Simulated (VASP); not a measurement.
# Zn2SnGeP4 (P1) in VASP: settings compared

The runs below take Zn2SnGeP4 through single point, with PBEsol, PBE.

Program: VASP 6.6.1. These are calculated values, not measurements. Logs are shortened: lines on timing, memory, paths and dates and some standing lists are left out, and cuts for length are marked.

## (1) The cell of the first run

The typed cell holds 32 atoms: a = 11.022 Å, b = 5.511 Å, c = 10.960 Å, α = 90.00°, β = 90.00°, γ = 90.00°.

## (2) Single point, PBEsol

Contents of INCAR:

```
ALGO = Normal
EDIFF = 1E-6
ENCUT = 520
GGA = PS
ISIF = 2
ISMEAR = -1
ISYM = 0
LASPH = True
LCHARG = True
LELF = True
LREAL = Auto
LVHAR = True
LWAVE = False
NBANDS = 166
NELM = 80
PREC = Accurate
SIGMA = 0.05
```

Contents of KPOINTS:

```
Automatic mesh
0
Gamma
  1 1 1
  0.25 0.25 0.25
```

Contents of POSCAR:

```
Zn2SnGeP4
1.0
   11.0223120000     -0.0001540000     -0.0000390000
   -0.0000770000      5.5111560000     -0.0000200000
   -0.0000390000     -0.0000390000     10.9603980000
Zn Sn Ge P
8 4 4 16
Direct
    0.0066040000      0.0035290000      0.0018680000
    0.4944670000      0.9770400000      0.9864180000
    0.9963450000      0.5057910000      0.2591330000
    0.5007000000      0.5300650000      0.2421660000
    0.2425150000      0.0051870000      0.7627840000
    0.7525230000      0.9712800000      0.7546200000
    0.2484750000      0.4861780000      0.4911690000
    0.7506590000      0.4921490000      0.4979300000
    0.0039020000      0.0105030000      0.5012760000
    0.7629950000      0.5039500000      0.0058460000
    0.9936570000      0.4888280000      0.7433160000
    0.4948330000      0.5149760000      0.7467050000
    0.5014220000      0.9959470000      0.4984880000
    0.2474420000      0.9946710000      0.2544280000
    0.7449150000      0.9913700000      0.2521180000
    0.2358240000      0.5032390000      0.0040870000
    0.1125600000      0.2498880000      0.1264210000
    0.6301660000      0.2544800000      0.1200170000
    0.1291400000      0.2511320000      0.6248520000
    0.6251190000      0.2542210000      0.6250120000
    0.3853860000      0.7411620000      0.1227390000
    0.8806640000      0.7524320000      0.1193640000
    0.3692730000      0.2526340000      0.3567780000
    0.8830580000      0.2636810000      0.3713780000
    0.1320410000      0.7545460000      0.3676060000
    0.6277790000      0.7348320000      0.3700230000
    0.1239310000      0.7501620000      0.8881910000
    0.6208740000      0.7810630000      0.8766060000
    0.3759740000      0.7507890000      0.6205450000
    0.8674970000      0.7418660000      0.6234730000
    0.3789740000      0.2188340000      0.8767590000
    0.8752870000      0.2409920000      0.8749220000
```

Potentials or basis: VASP PAW PBE potentials, release 64 (Zn, Sn_d, Ge_d, P).

The run is started by

```bash
> cat potpaw_PBE.64/Zn/POTCAR potpaw_PBE.64/Sn_d/POTCAR potpaw_PBE.64/Ge_d/POTCAR potpaw_PBE.64/P/POTCAR > POTCAR
> mpirun -np 1 vasp_std > vasp.out
```

OUTCAR:

```text
EDIFF = 1E-6
   ENCUT = 520
   GGA = PS
   ISIF = 2
   ISMEAR = -1
   ISYM = 0
   LASPH = True
   LREAL = Auto
   NELM = 80
   PREC = Accurate

 ion  position               nearest neighbor table
   1  0.007  0.004  0.002-  17 2.25  27 2.27  22 2.35  32 2.40
   2  0.494  0.977  0.986-  28 2.13  31 2.20  21 2.32  18 2.59
   3  0.996  0.506  0.259-  24 2.20  25 2.35  17 2.40  22 2.41
   4  0.501  0.530  0.242-  21 2.16  26 2.28  23 2.45  18 2.48
   5  0.243  0.005  0.763-  31 2.28  27 2.36  19 2.38  29 2.56
   6  0.753  0.971  0.755-  28 2.23  30 2.30  32 2.40  20 2.53
   7  0.248  0.486  0.491-  19 2.36  23 2.37  25 2.38  29 2.47
   8  0.751  0.492  0.498-  30 2.33  20 2.36  26 2.36  24 2.37
   9  0.004  0.011  0.501-  19 2.34  24 2.40  25 2.48  30 2.50  11 3.74
  10  0.763  0.504  0.006-  22 2.26  18 2.37  32 2.39  28 2.61
  11  0.994  0.489  0.743-  30 2.37  19 2.37  32 2.38  27 2.58   9 3.74
  12  0.495  0.515  0.747-  29 2.31  20 2.43  28 2.47  31 2.52
  13  0.501  0.996  0.498-  29 2.35  20 2.41  26 2.45  23 2.56
  14  0.247  0.995  0.254-  25 2.22  23 2.25  17 2.48  21 2.52
  15  0.745  0.991  0.252-  26 2.31  18 2.41  22 2.47  24 2.51
  16  0.236  0.503  0.004-  27 2.23  17 2.37  21 2.48  31 2.63
  17  0.113  0.250  0.126-   1 2.25  16 2.37   3 2.40  14 2.48
[... 13 lines left out ...]
  31  0.379  0.219  0.877-   2 2.20   5 2.28  12 2.52  16 2.63
  32  0.875  0.241  0.875-  11 2.38  10 2.39   1 2.40   6 2.40

IMPORTANT INFORMATION: All symmetrisations will be switched off!
NOSYMM: (Re-)initialisation of all symmetry stuff for point group C_1.

----------------------------------------------------------------------------------------

                                     Primitive cell

  volume of cell :     665.7968

  direct lattice vectors                    reciprocal lattice vectors
    11.022312000 -0.000154000 -0.000039000     0.090725068  0.000001268  0.000000323
    -0.000077000  5.511156000 -0.000020000     0.000002535  0.181450135  0.000000646
    -0.000039000 -0.000039000 10.960398000     0.000000323  0.000000331  0.091237563

  length of vectors
    11.022312001  5.511156001 10.960398000     0.090725068  0.181450135  0.091237563

  position of ions in fractional coordinates (direct lattice)
     0.006604000  0.003529000  0.001868000
     0.494467000  0.977040000  0.986418000
     0.996345000  0.505791000  0.259133000
     0.500700000  0.530065000  0.242166000
     0.242515000  0.005187000  0.762784000
     0.752523000  0.971280000  0.754620000
[... 24 lines left out ...]
     0.378974000  0.218834000  0.876759000
     0.875287000  0.240992000  0.874922000

  ion indices of the primitive-cell ions
   primitive index   ion index
                 1           1
                 2           2
                 3           3
                 4           4
                 5           5
                 6           6
[... 91 lines left out ...]
   EFERMI_NEDOS =   21; number of points for ismear=-14 and -15
   IALGO  =     38    algorithm
   IMIX   =      4    mixing-type and parameters
     AMIX     =   0.40;   BMIX     =  1.00
     AMIX_MAG =   1.60;   BMIX_MAG =  1.00
  volume/ion in A,a.u.               =      20.81       140.41
  Fermi-wavevector in a.u.,A,eV,Ry     =   1.238108  2.339684 20.856515  1.532911
  Thomas-Fermi vector in A             =   2.372647
   LORBIT       =      0    0 simple, 1 ext, 2 COOP (PROOUT), +10 PAW based schemes
   GGA     = PS    functional components
   LHFCALC =     F    Hartree Fock is set to
   AEXX    =    0.0000 exact exchange contribution
   IVDW    =     0    specifies the selected vdW correction
   LEPSILON=     F    determine dielectric tensor
   LRPA    =     F    only Hartree local field effects (RPA)
 non-spin polarized calculation
  energy-cutoff  :      520.00
  volume of cell :      665.80
 maximum number of plane-waves:     17915
 NGX is ok and might be reduce to    84
   NGX = 41   NGY = 21   NGZ = 41

 number of electron     287.9999991 magnetization

 Free energy of the ion-electron system (eV)
  ---------------------------------------------------
  ext. energy  EPLUGINS =         0.00000000
  ---------------------------------------------------
  free energy    TOTEN  =      -144.21589496 eV

  energy without entropy =     -144.21589470  energy(sigma->0) =     -144.21589483

 E-fermi :   5.1273     XC(G=0):  -9.9747

 val. band max:        4.3304003908   @ k =  -0.2500  -0.2500   0.2500
 cond. band min:       5.9469968289   @ k =  -0.2500  -0.2500   0.2500
 fundamental gap:      1.6165964381
 Fermi energy:         5.1272878097

 k-point     1 :       0.2500    0.2500    0.2500
  band No.  band energies     occupation
      1     -20.1875      2.00000
      2     -20.1851      2.00000
      3     -20.1788      2.00000
      4     -20.1567      2.00000
      5     -20.1558      2.00000
      6     -20.1472      2.00000
[... 148 lines left out ...]
    155       7.1864      0.00000
    156       7.2595      0.00000

 k-point     2 :      -0.2500   -0.2500    0.2500
  band No.  band energies     occupation
      1     -20.1875      2.00000
      2     -20.1851      2.00000
      3     -20.1788      2.00000
      4     -20.1567      2.00000
      5     -20.1558      2.00000
      6     -20.1472      2.00000
[... 148 lines left out ...]
    155       7.2078      0.00000
    156       7.3445      0.00000
 [bands above 156 left out]

------------------------ aborting loop because EDIFF is reached ----------------------------------------

  FORCE on cell =-STRESS in cart. coord.  units (eV):
  Direction    XX          YY          ZZ          XY          YZ          ZX
  --------------------------------------------------------------------------------------
  -------------------------------------------------------------------------------------
  Total       11.7196494     10.9257522     11.6096463      0.9275242     -1.9512816      0.5613019
  in kB       28.2022315     26.2917927     27.9375194      2.2319995     -4.6955753      1.3507201
  external PRESSURE =      27.4771812 kB  Pullay stress =       0.0000000 kB

 VOLUME and BASIS-vectors are now :
 -----------------------------------------------------------------------------
  energy-cutoff  :      520.00
  volume of cell :      665.80
      direct lattice vectors                 reciprocal lattice vectors
    11.022312000 -0.000154000 -0.000039000     0.090725068  0.000001268  0.000000323
    -0.000077000  5.511156000 -0.000020000     0.000002535  0.181450135  0.000000646
    -0.000039000 -0.000039000 10.960398000     0.000000323  0.000000331  0.091237563

 POSITION                                       TOTAL-FORCE (eV/Angst)
 -----------------------------------------------------------------------------------
      0.07279      0.01945      0.02047        -0.679438      0.072573     -0.096188
      5.45006      5.38451     10.81150        -0.129130      0.942416      1.919475
     10.98198      2.78733      2.84015         0.629885      0.598748     -1.099945
      5.51882      2.92118      2.65421         0.589989     -1.675390      0.414948
      2.67305      0.02852      8.36041         0.263575     -0.412585     -0.592576
      8.29444      5.35273      8.27089        -0.082223      1.163059     -0.436558
[... 24 lines left out ...]
      4.17712      1.20594      9.60961        -1.564067      1.906349      0.183370
      9.64763      1.32798      9.58945         0.018983     -1.812100     -0.219573
 -----------------------------------------------------------------------------------
    total drift:                                0.013841      0.008999      0.006554

  FREE ENERGIE OF THE ION-ELECTRON SYSTEM (eV)
  ---------------------------------------------------
  free  energy   TOTEN  =      -144.2158949641 eV

  energy  without entropy=     -144.2158947036  energy(sigma->0) =     -144.21589483
```

It took 6.2 min on 1 thread of Intel Xeon Platinum 8259CL at 2.50GHz (Skylake/Cascade Lake), shared host; peak memory 0.7 GiB.

Results:

```yaml
Free_energy: -144.2159 eV
Pressure: 2.7 GPa
Largest_force: 3.706 eV/Å
Band_gap_on_the_k_mesh: 1.62 eV
```

Forces in eV/Å, atoms in the order of the input:
```
Zn  -0.679  0.073 -0.096
Zn  -0.129  0.942  1.919
Zn   0.630  0.599 -1.100
Zn   0.590 -1.675  0.415
Zn   0.264 -0.413 -0.593
Zn  -0.082  1.163 -0.437
Zn   0.446  0.325  0.070
Zn  -0.149 -0.237 -0.148
Sn  -0.526 -1.230 -0.393
Sn  -1.982 -0.232 -1.748
Sn   0.875  0.793  1.163
Sn   0.733 -1.266  1.407
Ge  -0.092  0.560 -0.507
Ge   0.613  0.378 -2.101
Ge   0.872  0.827 -0.750
Ge   1.967 -1.251  0.585
P    1.057  0.284  0.740
P   -1.457 -1.370  1.259
P    2.034  0.094  0.399
P    0.767 -1.276 -0.758
P   -2.447  0.907 -0.677
P    1.457  2.133  2.657
P    1.146  0.049  1.328
P   -2.162 -0.508 -0.244
P   -0.434 -1.204  0.599
P   -0.177  0.591  0.857
P   -0.196  0.240 -1.323
P    1.368 -1.590 -0.278
P   -2.082  1.415 -1.462
P   -0.679  0.785 -0.750
P   -1.564  1.906  0.183
P    0.019 -1.812 -0.220
```

Stress tensor (GPa, compression positive):
```
 2.82  0.22  0.14
 0.22  2.63 -0.47
 0.14 -0.47  2.79
```

Levels at points of the mesh, in eV from the valence-band top:
| k point | band 142 | band 143 | band 144 | band 145 | band 146 | band 147 |
| --- | --- | --- | --- | --- | --- | --- |
| (0.25, 0.25, 0.25) | -0.28 | -0.20 | -0.08 | 1.63 | 1.75 | 1.82 |

Caveat: the k points lie up to 0.57 Å⁻¹ apart; the PAW data sets were made with another functional, which shifts forces and pressure a little; spin-orbit coupling is left out, which moves the levels of the heavy elements; a shifted mesh leaves out Γ, where band edges can lie.

## (3) Single point, PBE

Contents of INCAR:

```
SYSTEM = Zn2SnGeP4
  PREC = Accurate
  ENCUT = 520
  EDIFF = 1E-6
  ISMEAR = -1
  SIGMA = 0.05
  LREAL = Auto
  LASPH = .TRUE.
  NELM = 100
  ALGO = Normal
  ISIF = 2
  LWAVE = .FALSE.
  LCHARG = .FALSE.
  GGA = PE
  NBANDS = 166
  ISYM = 0
```

KPOINTS is that of step 2.

POSCAR is that of step 2.

Potentials or basis: VASP PAW PBE potentials, release 64 (Zn, Sn_d, Ge_d, P).

The run is started by

```bash
> cat potpaw_PBE.64/Zn/POTCAR potpaw_PBE.64/Sn_d/POTCAR potpaw_PBE.64/Ge_d/POTCAR potpaw_PBE.64/P/POTCAR > POTCAR
> mpirun -np 1 vasp_std > vasp.out
```

Run time: 6.3 min. Hardware: 1 thread of Intel Xeon Platinum 8259CL at 2.50GHz (Skylake/Cascade Lake), shared host; peak memory 0.7 GiB.

Results (log left out):

```
Free energy            : -131.1559 eV
Pressure               : 5.9 GPa
Largest force          : 3.770 eV/Å
Band gap on the k mesh : 1.66 eV
```

Forces in eV/Å, atoms in the order of the input:
```
Zn  -0.696  0.081 -0.107
Zn  -0.132  0.973  1.989
Zn   0.642  0.629 -1.121
Zn   0.609 -1.728  0.430
Zn   0.260 -0.435 -0.618
Zn  -0.080  1.196 -0.456
Zn   0.464  0.332  0.080
Zn  -0.159 -0.252 -0.155
Sn  -0.540 -1.267 -0.400
Sn  -2.026 -0.232 -1.786
Sn   0.896  0.816  1.187
Sn   0.741 -1.292  1.441
Ge  -0.095  0.581 -0.526
Ge   0.628  0.381 -2.153
Ge   0.887  0.849 -0.759
Ge   2.015 -1.282  0.592
P    1.130  0.293  0.769
P   -1.473 -1.413  1.283
P    2.052  0.097  0.411
P    0.754 -1.312 -0.767
P   -2.555  0.934 -0.696
P    1.444  2.181  2.715
P    1.191  0.005  1.342
P   -2.220 -0.576 -0.248
P   -0.433 -1.178  0.607
P   -0.174  0.648  0.886
P   -0.191  0.184 -1.360
P    1.407 -1.681 -0.277
P   -2.112  1.454 -1.496
P   -0.647  0.807 -0.778
P   -1.598  2.019  0.199
P    0.013 -1.812 -0.229
```

Stress tensor (GPa, compression positive):
```
 5.95  0.26  0.12
 0.26  5.75 -0.50
 0.12 -0.50  5.92
```

Levels at points of the mesh, in eV from the valence-band top:
```
           k point  band 141  band 142  band 143  band 144  band 145  band 146  band 147  band 148
(0.25, 0.25, 0.25)     -0.38     -0.28     -0.19     -0.08      1.68      1.81      1.86      2.02
```

Caveat: the k points lie up to 0.57 Å⁻¹ apart; spin-orbit coupling is left out, which moves the levels of the heavy elements; a shifted mesh leaves out Γ, where band edges can lie; forces of over 1 eV/Å act on the atoms, so gaps and moduli don't describe the material at rest.

## (4) Single point, PBEsol

Contents of INCAR:

```
SYSTEM = Zn2SnGeP4
PREC = Accurate
ENCUT = 520
EDIFF = 1E-6
ISMEAR = -1
SIGMA = 0.05
LREAL = Auto
LASPH = .True.
NELM = 60
ALGO = Normal
ISIF = 2
LWAVE = .False.
LCHARG = .False.
GGA = PS
NELECT = 287.0
ISYM = 0
NBANDS = 166
```

KPOINTS is that of step 3.

POSCAR is that of step 3.

The run is started by

```bash
> cat potpaw_PBE.64/Zn/POTCAR potpaw_PBE.64/Sn_d/POTCAR potpaw_PBE.64/Ge_d/POTCAR potpaw_PBE.64/P/POTCAR > POTCAR
> mpirun -np 1 vasp_std > vasp.out
```

Wall time 6.3 min (1 thread of Intel Xeon Platinum 8259CL at 2.50GHz (Skylake/Cascade Lake), shared host); peak memory 0.7 GiB.

The run converged. Its results:

```yaml
Free_energy: -148.5687 eV
Largest_force: 3.656 eV/Å
```

Forces on the atoms (eV/Å):
```
Zn  -0.683  0.096 -0.047
Zn  -0.191  0.931  1.933
Zn   0.600  0.626 -0.996
Zn   0.507 -1.610  0.522
Zn   0.155 -0.375 -0.565
Zn  -0.027  1.142 -0.374
Zn   0.355  0.336  0.153
Zn  -0.153 -0.198 -0.081
Sn  -0.556 -1.224 -0.296
Sn  -1.894 -0.224 -1.732
Sn   0.849  0.818  1.184
Sn   0.681 -1.249  1.487
Ge  -0.134  0.590 -0.384
Ge   0.499  0.404 -1.924
Ge   0.865  0.850 -0.607
Ge   1.798 -1.145  0.650
P    1.055  0.208  0.637
P   -1.450 -1.448  1.175
P    2.104  0.087  0.374
P    0.783 -1.244 -0.862
P   -2.310  0.858 -0.795
P    1.518  2.145  2.542
P    1.241  0.065  1.184
P   -2.101 -0.479 -0.334
P   -0.408 -1.248  0.483
P   -0.141  0.497  0.736
P   -0.147  0.210 -1.350
P    1.374 -1.492 -0.291
P   -2.029  1.371 -1.510
P   -0.694  0.753 -0.819
P   -1.446  1.792  0.151
P   -0.023 -1.845 -0.245
```

Levels at points of the mesh, in eV from the Fermi level:
```
           k point  band 139  band 140  band 141  band 142  band 143  band 144  band 145  band 146  band 147  band 148
(0.25, 0.25, 0.25)     -0.89     -0.49     -0.33     -0.24     -0.16     -0.04      1.69      1.82      1.88      2.04
```

Caveat: the k points lie up to 0.57 Å⁻¹ apart, too coarse for converged energies and pressures of a metal; the cell carries a net charge on a neutralising background, which shifts energy and pressure; the cell is charged against a uniform background, so pressure and absolute levels hang on convention; the PAW data sets were made with another functional, which shifts forces and pressure a little; spin-orbit coupling is left out, which moves the levels of the heavy elements.
